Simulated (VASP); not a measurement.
MgH2: single point with PBE

The system is MgH2.

```
Mg H
1.0
     3.26981    0.00000    0.00000
     0.00000    3.26981    0.00000
     0.00000    0.00000    2.68213
Mg H
1 2
Cartesian
  1.6349 1.6349 0.0000
  0.0000 1.6349 1.3411
  1.6349 0.0000 1.3411
```

| Property | Result |
| --- | --- |
| Program | VASP 6.6.1 |
| Task | single point |
| Functional | PBE |
| Potentials or basis | VASP PAW PBE potentials, release 64 (Mg, H) |
| Cutoff | 520 eV |
| k mesh | 6 × 6 × 6 |
| Occupations | gaussian, width 0.1 eV |
| Spin | no spin polarisation |
| Dipole correction | no |
| Further INCAR settings | ALGO = Normal; EDIFF = 1e-06; NBANDS = 9 |

```
Pressure               : -0.3 GPa
Band gap on the k mesh : zero (band 2 reaches 2.76 eV, above the bottom of band 3 at 1.62 eV)
```

Stress tensor (GPa, compression positive):
```
-0.27  0.00  0.00
 0.00 -0.27  0.00
 0.00  0.00 -0.47
```

Levels at points of the mesh, in eV from the Fermi level:
```tsv
k point	band 1	band 2	band 3	band 4	band 5	band 6	band 7
(0.00, 0.00, 0.00)	-9.18	-0.83	6.18	6.18	8.06	11.40	12.67
(0.50, 0.00, 0.00)	-6.41	-5.69	6.62	8.35	8.62	10.12	13.08
(0.50, 0.50, 0.00)	-4.52	-4.52	-0.49	1.91	14.65	14.65	16.99
(0.00, 0.00, 0.50)	-6.09	-1.07	1.39	9.33	9.58	9.58	11.83
(0.50, 0.00, 0.50)	-3.57	-2.99	2.25	2.31	8.95	11.40	13.14
(0.50, 0.50, 0.50)	-2.20	-2.20	2.53	4.36	4.36	7.06	7.18
```

Run time: 3.9 s on 1 thread of AMD EPYC 9R45 96-Core Processor (Zen 5), with other jobs on the host, peak memory 0.11 GiB.

Caveat: the k points lie up to 0.39 Å⁻¹ apart.
